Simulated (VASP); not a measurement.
# MnSb (I4/mmm) in VASP: notebook

The runs below take MnSb through single point, with PBE.

All numbers are computed with VASP 6.6.1; they aren't measurements. Logs are shortened: lines on timing, memory, paths and dates and some standing lists are left out, and cuts for length are marked.

## 1. The cell of the first run

The structure is tetragonal, space group I4/mmm (No. 139). The conventional cell has a = 3.821 Å, b = 3.821 Å, c = 5.981 Å, α = 90.00°, β = 90.00°, γ = 90.00°. Within 3.6 Å of Mn (site symmetry 4/mmm) lie 6 Sb at 2.70 to 2.99 Å. Sb (site symmetry 4/mmm) has 6 Mn at 2.70 to 2.99 Å within 3.6 Å.

## 2. Single point, PBE, collinear spin, ferromagnetic start (stretched by +7 % along [0.0, 0.0, 1.0] at fixed volume)

INCAR reads:

```
ALGO = Normal ; EDIFF = 1E-7
ENCUT = 520 ; GGA = PE
ISIF = 2 ; ISMEAR = -1
ISPIN = 2 ; LASPH = T
LCHARG = T ; LELF = T
LMAXMIX = 4 ; LORBIT = 11
LREAL = F ; LVHAR = T
LWAVE = F ; MAGMOM = 4 0
NBANDS = 20 ; NELM = 150
PREC = Accurate ; SIGMA = 0.1
```

KPOINTS reads:

```
k-points
0
Gamma
  11 11 11
```

POSCAR reads:

```
MnSb
1.0
    0.0000000000      2.7020439545      2.9906671200
    2.7020439545      0.0000000000      2.9906671200
    2.7020439545      2.7020439545      0.0000000000
Mn Sb
1 1
Direct
    0.0000000000      0.0000000000      0.0000000000
    0.5000000000      0.5000000000      0.5000000000
```

Potentials or basis: VASP PAW PBE potentials, release 64 (Mn_pv, Sb).

Started as:

```console
$ cat potpaw_PBE.64/Mn_pv/POTCAR potpaw_PBE.64/Sb/POTCAR > POTCAR
$ mpirun -np 1 vasp_std > vasp.out
```

OUTCAR:

```text
EDIFF = 1E-7
   ENCUT = 520
   GGA = PE
   ISIF = 2
   ISMEAR = -1
   ISPIN = 2
   LASPH = T
   LORBIT = 11
   LREAL = F
   NELM = 150
   PREC = Accurate

 ion  position               nearest neighbor table
   1  0.000  0.000  0.000-   2 2.70   2 2.70   2 2.70   2 2.70   2 2.99   2 2.99
   2  0.500  0.500  0.500-   1 2.70   1 2.70   1 2.70   1 2.70   1 2.99   1 2.99

  LATTYP: Found a body centered tetragonal cell.
 ALAT       =     3.8212672066
 C/A-ratio  =     1.5652750558

  Lattice vectors:

 A1 = (  -2.7020439545,   0.0000000000,   2.9906671200)
 A2 = (   2.7020439545,   0.0000000000,   2.9906671200)
 A3 = (   0.0000000000,   2.7020439545,  -2.9906671200)

Analysis of symmetry for initial positions (statically):
=====================================================================
 Subroutine PRICEL returns:
 Original cell was already a primitive cell.

 Routine SETGRP: Setting up the symmetry group for a
 body centered tetragonal supercell.

 Subroutine GETGRP returns: Found 16 space group operations
 (whereof 16 operations were pure point group operations)
 out of a pool of 16 trial point group operations.

The static configuration has the point symmetry D_4h.

Analysis of symmetry for dynamics (positions and initial velocities):
=====================================================================
 Subroutine PRICEL returns:
 Original cell was already a primitive cell.

 Routine SETGRP: Setting up the symmetry group for a
 body centered tetragonal supercell.

 Subroutine GETGRP returns: Found 16 space group operations
 (whereof 16 operations were pure point group operations)
 out of a pool of 16 trial point group operations.

The dynamic configuration has the point symmetry D_4h.

Analysis of structural, dynamic, and magnetic symmetry:
=====================================================================
 Subroutine PRICEL returns:
 Original cell was already a primitive cell.

 Routine SETGRP: Setting up the symmetry group for a
 body centered tetragonal supercell.

 Subroutine GETGRP returns: Found 16 space group operations
 (whereof 16 operations were pure point group operations)
 out of a pool of 16 trial point group operations.

The overall configuration has the point symmetry D_4h.

 Subroutine INISYM returns: Found 16 space group operations
 (whereof 16 operations are pure point group operations),
 and found     1 'primitive' translations

----------------------------------------------------------------------------------------

                                     Primitive cell
[... 108 lines left out ...]
   IALGO  =     38    algorithm
   IMIX   =      4    mixing-type and parameters
     AMIX     =   0.40;   BMIX     =  1.00
     AMIX_MAG =   1.60;   BMIX_MAG =  1.00
  volume/ion in A,a.u.               =      21.83       147.35
  Fermi-wavevector in a.u.,A,eV,Ry     =   1.218348  2.302344 20.196106  1.484372
  Thomas-Fermi vector in A             =   2.353638
   LORBIT       =     11    0 simple, 1 ext, 2 COOP (PROOUT), +10 PAW based schemes
   GGA     = PE    functional components
   LHFCALC =     F    Hartree Fock is set to
   AEXX    =    0.0000 exact exchange contribution
   IVDW    =     0    specifies the selected vdW correction
   LEPSILON=     F    determine dielectric tensor
   LRPA    =     F    only Hartree local field effects (RPA)
 spin polarized calculation
  energy-cutoff  :      520.00
  volume of cell :       43.67
 maximum number of plane-waves:      1190
 NGX is ok and might be reduce to    30
   NGX = 15   NGY = 15   NGZ = 15

 number of electron      17.9999993 magnetization       3.7801504

 Free energy of the ion-electron system (eV)
  ---------------------------------------------------
  ext. energy  EPLUGINS =         0.00000000
  ---------------------------------------------------
  free energy    TOTEN  =       -12.77199255 eV

  energy without entropy =      -12.73724396  energy(sigma->0) =      -12.75461826

 E-fermi :   7.6310     XC(G=0): -10.5634

 val. band max:        7.6035731037   @ k =  -0.1818   0.1818   0.0000
 cond. band min:       7.6512043799   @ k =  -0.3636   0.0000   0.1818
 fundamental gap:      0.0476312762
 Fermi energy:         7.6309931411

 spin component 1

 k-point     1 :       0.0000    0.0000    0.0000
  band No.  band energies     occupation
      1     -42.6981      1.00000
      2     -42.5916      1.00000
      3     -42.5916      1.00000
      4      -3.9421      1.00000
      5       4.4367      1.00000
      6       4.6508      1.00000
[... 541 lines left out ...]
     19      19.1989      0.00000
     20      20.9706      0.00000

 [... further k-points ...]

 spin component 2

 k-point     1 :       0.0000    0.0000    0.0000
  band No.  band energies     occupation
      1     -38.7762      1.00000
      2     -38.7762      1.00000
      3     -38.7167      1.00000
      4      -3.8617      1.00000
      5       7.5653      0.65860
      6       7.7085      0.31530
[... 541 lines left out ...]
     19      19.8069      0.00000
     20      21.3415      0.00000

 [... further k-points ...]
[... 5 lines left out ...]
  --------------------------------------------------------------------------------------
  -------------------------------------------------------------------------------------
  Total        1.1654716      1.1654716     -1.6769030      0.0000000      0.0000000     -0.0000000
  in kB       42.7591809     42.7591809    -61.5227365      0.0000000      0.0000000     -0.0000000
  external PRESSURE =       7.9985417 kB  Pullay stress =       0.0000000 kB

 VOLUME and BASIS-vectors are now :
 -----------------------------------------------------------------------------
  energy-cutoff  :      520.00
  volume of cell :       43.67
      direct lattice vectors                 reciprocal lattice vectors
     0.000000000  2.702043955  2.990667120    -0.185045102  0.185045102  0.167186778
     2.702043955  0.000000000  2.990667120     0.185045102 -0.185045102  0.167186778
     2.702043955  2.702043955  0.000000000     0.185045102  0.185045102 -0.167186778

 POSITION                                       TOTAL-FORCE (eV/Angst)
 -----------------------------------------------------------------------------------
      0.00000      0.00000      0.00000        -0.000000      0.000000     -0.000000
      2.70204      2.70204      2.99067         0.000000      0.000000      0.000000
 -----------------------------------------------------------------------------------
    total drift:                               -0.000000      0.000000      0.000000

  FREE ENERGIE OF THE ION-ELECTRON SYSTEM (eV)
  ---------------------------------------------------
  free  energy   TOTEN  =       -12.7719925540 eV

  energy  without entropy=      -12.7372439642  energy(sigma->0) =      -12.75461826

 total charge

# of ion       s       p       d       tot
------------------------------------------
    1        0.284   6.188   5.012  11.485
    2        1.145   1.302   0.037   2.485
--------------------------------------------------
tot          1.429   7.491   5.050  13.970

 magnetization (x)

# of ion       s       p       d       tot
------------------------------------------
    1        0.074   0.035   3.595   3.704
    2        0.013  -0.127   0.011  -0.103
--------------------------------------------------
tot          0.087  -0.092   3.606   3.601
```

Wall time 100 s (1 thread of Intel Xeon 6975P-C (Granite Rapids), shared host); peak memory 0.3 GiB.

What came out:

```yaml
Free_energy: -12.7720 eV
Pressure: 0.8 GPa
Net_moment: 3.78 μB per cell
Site_moments: Mn +3.70; Sb -0.10 μB
Valence_electrons_inside_the_program's_atomic_spheres: Mn 11.48; Sb 2.48
```

Levels at points of the mesh, in eV from the Fermi level:
Spin up:
```csv
k point,band 7,band 8,band 9,band 10,band 11,band 12,band 13,band 14,band 15,band 16
"(0.00, 0.00, 0.00)",-2.98,-2.91,-2.72,1.12,1.12,1.56,5.02,7.53,8.05,8.19
```
Spin down:
```tsv
k point	band 3	band 4	band 5	band 6	band 7	band 8	band 9	band 10	band 11	band 12
(0.00, 0.00, 0.00)	-46.35	-11.49	-0.07	0.08	0.08	0.37	0.37	1.16	1.16	1.45
```

Caveat: spin-orbit coupling is left out, which moves the levels of the heavy elements; a cell with one magnetic atom can't hold antiferromagnetic order, which such compounds often take.

## 3. Single point, PBE, collinear spin, ferromagnetic start (stretched by +7 % along [0.0, 0.0, 1.0] at fixed volume)

INCAR reads:

```
  PREC = Accurate
  ENCUT = 520
  EDIFF = 1E-6
  ISMEAR = -1
  SIGMA = 0.1
  LREAL = F
  LASPH = T
  NELM = 150
  ALGO = Normal
  ISIF = 2
  LWAVE = F
  LCHARG = F
  ISPIN = 2
  MAGMOM = 3.7 0
  LORBIT = 11
  LMAXMIX = 4
  GGA = PE
  NBANDS = 20
```

KPOINTS reads:

```
Automatic mesh
0
Gamma
  11 11 11
```

POSCAR is that of step 2.

Potentials or basis: VASP PAW PBE potentials, release 64 (Mn_pv, Sb).

Started as:

```console
$ cat potpaw_PBE.64/Mn_pv/POTCAR potpaw_PBE.64/Sb/POTCAR > POTCAR
$ mpirun -np 1 vasp_std > vasp.out
```

OUTCAR:

```text
PREC = Accurate
   ENCUT = 520
   EDIFF = 1E-6
   ISMEAR = -1
   LREAL = F
   LASPH = T
   NELM = 150
   ISIF = 2
   ISPIN = 2
   LORBIT = 11
   GGA = PE

 ion  position               nearest neighbor table
   1  0.000  0.000  0.000-   2 2.70   2 2.70   2 2.70   2 2.70   2 2.99   2 2.99
   2  0.500  0.500  0.500-   1 2.70   1 2.70   1 2.70   1 2.70   1 2.99   1 2.99

  LATTYP: Found a body centered tetragonal cell.
 ALAT       =     3.8212672066
 C/A-ratio  =     1.5652750558

  Lattice vectors:

[... 1318 lines left out ...]
  in kB       42.9207967     42.9207967    -61.3000394      0.0000000      0.0000000     -0.0000000
  external PRESSURE =       8.1805180 kB  Pullay stress =       0.0000000 kB

 VOLUME and BASIS-vectors are now :
 -----------------------------------------------------------------------------
  energy-cutoff  :      520.00
  volume of cell :       43.67
      direct lattice vectors                 reciprocal lattice vectors
     0.000000000  2.702043955  2.990667120    -0.185045102  0.185045102  0.167186778
     2.702043955  0.000000000  2.990667120     0.185045102 -0.185045102  0.167186778
     2.702043955  2.702043955  0.000000000     0.185045102  0.185045102 -0.167186778

 POSITION                                       TOTAL-FORCE (eV/Angst)
 -----------------------------------------------------------------------------------
      0.00000      0.00000      0.00000         0.000000      0.000000      0.000000
      2.70204      2.70204      2.99067         0.000000      0.000000      0.000000
 -----------------------------------------------------------------------------------
    total drift:                               -0.000000      0.000000      0.000000

  FREE ENERGIE OF THE ION-ELECTRON SYSTEM (eV)
  ---------------------------------------------------
  free  energy   TOTEN  =       -12.7719924342 eV

  energy  without entropy=      -12.7372330145  energy(sigma->0) =      -12.75461272

 total charge

# of ion       s       p       d       tot
------------------------------------------
    1        0.284   6.188   5.012  11.485
    2        1.145   1.302   0.037   2.485
--------------------------------------------------
tot          1.429   7.491   5.050  13.970

 magnetization (x)

# of ion       s       p       d       tot
------------------------------------------
    1        0.074   0.035   3.595   3.704
    2        0.013  -0.127   0.011  -0.103
--------------------------------------------------
tot          0.087  -0.092   3.605   3.601
```

stdout:

```text
POSCAR found type information on POSCAR MnSb
 POSCAR found :  2 types and       2 ions
 scaLAPACK will be used
 LDA part: xc-table for (Slater+PW92), standard interpolation
 POSCAR, INCAR and KPOINTS ok, starting setup
 FFT: planning ... GRIDC
 FFT: planning ... GRID_SOFT
 FFT: planning ... GRID
 WAVECAR not read
 entering main loop
```

Wall time 87 s (1 thread of Intel Xeon 6975P-C (Granite Rapids), shared host); peak memory 0.3 GiB.

Results:

```yaml
Free_energy: -12.7720 eV
Pressure: 0.8 GPa
Net_moment: 3.78 μB per cell
Site_moments: Mn +3.70; Sb -0.10 μB
Valence_electrons_inside_the_program's_atomic_spheres: Mn 11.48; Sb 2.48
```

Levels at points of the mesh, in eV from the Fermi level:
Spin up:
```
           k point  band 7  band 8  band 9  band 10  band 11  band 12  band 13  band 14  band 15  band 16
(0.00, 0.00, 0.00)   -2.98   -2.91   -2.72     1.12     1.12     1.56     5.02     7.53     8.05     8.19
```
Spin down:
```csv
k point,band 4,band 5,band 6,band 7,band 8,band 9,band 10,band 11
"(0.00, 0.00, 0.00)",-11.49,-0.07,0.08,0.08,0.37,0.37,1.16,1.16
```

Caveat: spin-orbit coupling is left out, which moves the levels of the heavy elements; a cell with one magnetic atom can't hold antiferromagnetic order, which such compounds often take.
